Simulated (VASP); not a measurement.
Here is a VASP 6.6.1 calculation.

File INCAR:

```
PREC = Accurate ; ENCUT = 600
EDIFF = 1E-6 ; ISMEAR = 1
SIGMA = 0.05 ; LREAL = F
LASPH = T ; NELM = 80
ALGO = Normal ; ISIF = 3
LWAVE = F ; LCHARG = F
GGA = PS ; IBRION = 2
NSW = 80 ; EDIFFG = -0.01
```

The input KPOINTS:

```
regular mesh
0
Gamma
  16 16 16
```

Contents of POSCAR:

```
Ti
1.0
    2.5929219910      0.0000000000      0.0000000000
    0.0000000000      2.5929219910      0.0000000000
    0.0000000000      0.0000000000      2.5929219910
Ti
1
Direct
    0.0000000000      0.0000000000      0.0000000000
```

Potentials or basis: VASP PAW PBE potentials, release 64 (Ti_sv).

Launch:

```sh
$ cat potpaw_PBE.64/Ti_sv/POTCAR > POTCAR
$ mpirun -np 1 vasp_std > vasp.out
```

(1) Estimate the relaxed cell.

(2) Estimate the space group after relaxing (to 0.1 Å).

(3) Estimate the relaxed volume.

Results:

(1) a = 2.597 Å, b = 2.597 Å, c = 2.597 Å, α = 90.00°, β = 90.00°, γ = 90.00°.

(2) Pm-3m (No. 221).

(3) 17.52 Å³/atom.

Caveat: the PAW data sets were made with another functional, which shifts forces and pressure a little.
